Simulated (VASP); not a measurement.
Input of a VASP 6.6.1 run:

Contents of POSCAR:

```
InSb
1.0
    0.0000000000      3.4575905712      3.4575905712
    3.4575905712      0.0000000000      3.4575905712
    3.4575905712      3.4575905712      0.0000000000
In Sb
1 1
Direct
    0.0000000000      0.0000000000      0.0000000000
    0.2500000000      0.2500000000      0.2500000000
```

File INCAR.step1:

```
SYSTEM = InSb
  PREC = Accurate
  ENCUT = 520
  EDIFF = 1E-5
  ISMEAR = -1
  SIGMA = 0.02
  LREAL = .False.
  LASPH = .True.
  NELM = 60
  ALGO = Normal
  ISIF = 2
  LWAVE = .True.
  LCHARG = .False.
  GGA = PE
  NBANDS = 16
```

INCAR.step2

```
SYSTEM = InSb
  PREC = Accurate
  ENCUT = 520
  EDIFF = 1E-6
  ISMEAR = -1
  SIGMA = 0.02
  LREAL = .False.
  LASPH = .True.
  NELM = 60
  ALGO = Normal
  ISIF = 2
  LWAVE = .False.
  LCHARG = .False.
  GGA = PE
  LHFCALC = .True.
  HFSCREEN = 0.2079
  PRECFOCK = Normal
  ISTART = 1
  NBANDS = 16
```

Contents of KPOINTS:

```
regular mesh
0
Gamma
  4 4 4
  0 0 0
```

Potentials or basis: VASP PAW PBE potentials, release 64 (In_d, Sb).

Launch:

```console
$ cat potpaw_PBE.64/In_d/POTCAR potpaw_PBE.64/Sb/POTCAR > POTCAR
$ cp INCAR.step1 INCAR
$ mpirun -np 1 vasp_std > vasp.out
$ cp INCAR.step2 INCAR
$ mpirun -np 1 vasp_std > vasp.out
```

What does it give for the pressure?

-4.8 GPa.

Estimate the band gap on the k mesh.

zero (filled and empty bands touch).

Caveat: the k points lie up to 0.39 Å⁻¹ apart; the cell differs from its parent crystal (strain +5.4%); the PAW data sets were made with another functional, which shifts forces and pressure a little; spin-orbit coupling is left out, which moves the levels of the heavy elements.
